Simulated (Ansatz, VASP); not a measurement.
# Ti2RuC3: VASP beside Ansatz

The input INCAR:

```
SYSTEM = Ti2RuC3
PREC = Accurate
ENCUT = 520
EDIFF = 1E-6
ISMEAR = 0
SIGMA = 0.1
LREAL = .FALSE.
LASPH = .TRUE.
NELM = 150
ALGO = Normal
ISIF = 2
LWAVE = .FALSE.
LCHARG = .FALSE.
ISPIN = 2
MAGMOM = 1 1 1 0 0 0
LORBIT = 11
LMAXMIX = 4
GGA = PE
NBANDS = 38
```

The input KPOINTS:

```
Automatic mesh
0
G
  6 6 6
  0 0 0
```

POSCAR

```
Ti2RuC3
1.0
   -1.5444637458      2.1698960951      4.4881993694
    1.5444637458     -2.1698960951      4.4881993694
    1.5444637458      2.1698960951     -4.4881993694
Ti Ru C
2 1 3
Direct
    0.3321087138      0.3321087138      0.0000000000
    0.6678912862      0.6678912862      0.0000000000
    0.0000000000      0.0000000000      0.0000000000
    0.1690888807      0.6690888807      0.5000000000
    0.8309111193      0.3309111193      0.5000000000
    0.5000000000      0.0000000000      0.5000000000
```

Input for Ansatz:

```yaml
crystal:
  lattice:
    - [-1.5444637458, 2.1698960951, 4.4881993694]
    - [1.5444637458, -2.1698960951, 4.4881993694]
    - [1.5444637458, 2.1698960951, -4.4881993694]
  atoms:
    - { symbol: Ti, position: [0.3321087138, 0.3321087138, 0.0], spin: 1.0 }
    - { symbol: Ti, position: [0.6678912862, 0.6678912862, 0.0], spin: 1.0 }
    - { symbol: Ru, position: [0.0, 0.0, 0.0], spin: 1.0 }
    - { symbol: C, position: [0.1690888807, 0.6690888807, 0.5] }
    - { symbol: C, position: [0.8309111193, 0.3309111193, 0.5] }
    - { symbol: C, position: [0.5, 0.0, 0.5] }
basis:
  ecutwfc: 420
kpoints:
  mp_grid: { grid: [6, 6, 6] }
hamiltonian:
  xc: pbe
scf:
  occupations: { method: gaussian, width: 0.1 }
  lower_state_search: "off"
output:
  forces: true
  stress: true
  eigenvalues: true
  populations: true
magnetization:
  spin_polarized: true
```

Alike in both runs: task single point; functional PBE; k mesh 6 × 6 × 6; occupations gaussian, width 0.1 eV; collinear spin.

|  | VASP | Ansatz |
| --- | --- | --- |
| version | VASP 6.6.1 | Ansatz 0.2.0 |
| potentials or method | VASP PAW PBE potentials, release 64 (Ti_sv, Ru_pv, C), cutoff 520 eV | scalar-relativistic, plane waves, PAW |
| valence electrons in the cell | 50 | 52 |

|  | VASP | Ansatz | Ansatz less VASP |
| --- | --- | --- | --- |
| gap on the k mesh at the Fermi level (eV) | none | none | - |
| pressure (GPa) | -0.4 | -0.5 | -0.17 |
| traceless stress, the component that is largest in VASP (GPa) | -0.27 | -0.28 | -0.011 |
| rms of the force components (eV/Å) | 0.018 | 0.016 | -0.0023 |
| net moment per atom (μB) | 0.00 | 0.00 | 0.000 |

Atom by atom the forces differ by 0.003 eV/Å (rms over components). A gap of «none» marks a metal or a gap that the smearing closes. VASP's potentials hold 50 valence electrons a cell and Ansatz's 52, so a difference there can come from the potentials and not from the codes. Ansatz's warnings: seeded moment not kept.

The k mesh is coarse, so the values compare programs but aren't converged.
